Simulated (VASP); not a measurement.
Write the native input for VASP 6.6.1 that does the following.

| Item | Value |
| --- | --- |
| Task | single point |
| Functional | HSE06 |
| Potentials or basis | VASP PAW PBE potentials, release 64 (Sr_sv, O) |
| Cutoff | 520 eV |
| k mesh | 6 × 6 × 6 |
| Occupations | gaussian, width 0.01 eV |
| Spin | no spin polarisation |
| Dipole correction | no |
| Grid for exact exchange (PRECFOCK) | Normal |
| Further INCAR settings | ALGO = Normal; EDIFF = 1e-06; NBANDS = 15 |
| Screening parameter | 0.2079 1/Å |

The system is SrO.

```
CELL_PARAMETERS angstrom
0.00000 2.43155 2.43155
2.43155 0.00000 2.43155
2.43155 2.43155 0.00000
ATOMIC_POSITIONS crystal
Sr 0.50000 0.50000 0.50000
O 0.00000 0.00000 0.00000
```

This cell differs from its parent crystal: strain -5.8%.

One way to write it, as run:

POSCAR

```
SrO
1.0
    0.0000000000      2.4315488854      2.4315488854
    2.4315488854      0.0000000000      2.4315488854
    2.4315488854      2.4315488854      0.0000000000
Sr O
1 1
Direct
    0.5000000000      0.5000000000      0.5000000000
    0.0000000000      0.0000000000      0.0000000000
```

INCAR.step1

```
SYSTEM = SrO
  PREC = Accurate
  ENCUT = 520
  EDIFF = 1E-5
  ISMEAR = 0
  SIGMA = 0.01
  LREAL = .False.
  LASPH = .True.
  NELM = 100
  ALGO = Normal
  ISIF = 2
  LWAVE = .True.
  GGA = PE
  NBANDS = 15
```

INCAR.step2

```
SYSTEM = SrO
  PREC = Accurate
  ENCUT = 520
  EDIFF = 1E-6
  ISMEAR = 0
  SIGMA = 0.01
  LREAL = .False.
  LASPH = .True.
  NELM = 100
  ALGO = Normal
  ISIF = 2
  LWAVE = .False.
  LCHARG = .True.
  GGA = PE
  LHFCALC = .True.
  HFSCREEN = 0.2079
  PRECFOCK = Normal
  LELF = .True.
  LVHAR = .True.
  ISTART = 1
  NBANDS = 15
```

KPOINTS

```
regular mesh
0
Gamma
  6 6 6
  0 0 0
```

Potentials or basis: VASP PAW PBE potentials, release 64 (Sr_sv, O).

Run with:

```console
$ cat potpaw_PBE.64/Sr_sv/POTCAR potpaw_PBE.64/O/POTCAR > POTCAR
$ cp INCAR.step1 INCAR
$ mpirun -np 1 vasp_std > vasp.out
$ cp INCAR.step2 INCAR
$ mpirun -np 1 vasp_std > vasp.out
```

Results of the run:

* Pressure: 25.0 GPa
* Band gap on the k mesh: 4.54 eV, direct

Caveat: the cell differs from its parent crystal (strain -5.8%); the PAW data sets were made with another functional, which shifts forces and pressure a little.

Run time: 17 min on 1 thread of Intel(R) Xeon(R) Platinum 8488C (Sapphire Rapids) (shared host), peak memory 0.27 GiB.
